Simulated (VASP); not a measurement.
# ReS: single point with PBEsol

The system is ReS.

```
Re S
1.0
     0.00000    2.62558    2.62558
     2.62558    0.00000    2.62558
     2.62558    2.62558    0.00000
Re S
1 1
Direct
  0.00000 0.00000 0.00000
  0.25000 0.25000 0.25000
```

```
Program             : VASP 6.6.1
Task                : single point
Functional          : PBEsol
Potentials or basis : VASP PAW PBE potentials, release 64 (Re_sv_GW, S)
Cutoff              : 560 eV
k mesh              : 10 × 10 × 10
Occupations         : gaussian, width 0.05 eV
Spin                : collinear spin
Starting moments    : [0.06, 0.0] μB
```

The pressure is -7.4 GPa. The net moment is 0.13 μB per cell and the site moments are Re +0.18; S +0.00 μB.

Levels at points of the mesh, in eV from the Fermi level:
Spin up:
```csv
k point,band 8,band 9,band 10,band 11,band 12,band 13
"(0.00, 0.00, 0.00)",-6.20,-1.16,-1.16,1.10,4.71,4.71
"(0.50, 0.00, 0.00)",-5.71,-0.64,-0.64,-0.62,2.27,2.27
"(0.50, 0.50, 0.00)",-4.73,-2.35,-0.83,0.14,0.57,0.57
```
Spin down:
| k point | band 8 | band 9 | band 10 | band 11 | band 12 | band 13 |
| --- | --- | --- | --- | --- | --- | --- |
| (0.00, 0.00, 0.00) | -6.17 | -1.07 | -1.07 | 1.13 | 4.74 | 4.74 |
| (0.50, 0.00, 0.00) | -5.68 | -0.57 | -0.56 | -0.56 | 2.31 | 2.31 |
| (0.50, 0.50, 0.00) | -4.71 | -2.31 | -0.75 | 0.24 | 0.61 | 0.61 |

Wall time 2.3 min on 1 thread of AMD EPYC 7R43 64-Core Processor (Zen 3), on a shared host, peak memory 0.21 GiB.

Caveat: the cell stands under tension; a moment this small can come from the mesh or the smearing; the PAW data sets were made with another functional, which shifts forces and pressure a little; spin-orbit coupling is left out, which moves the levels of the heavy elements.
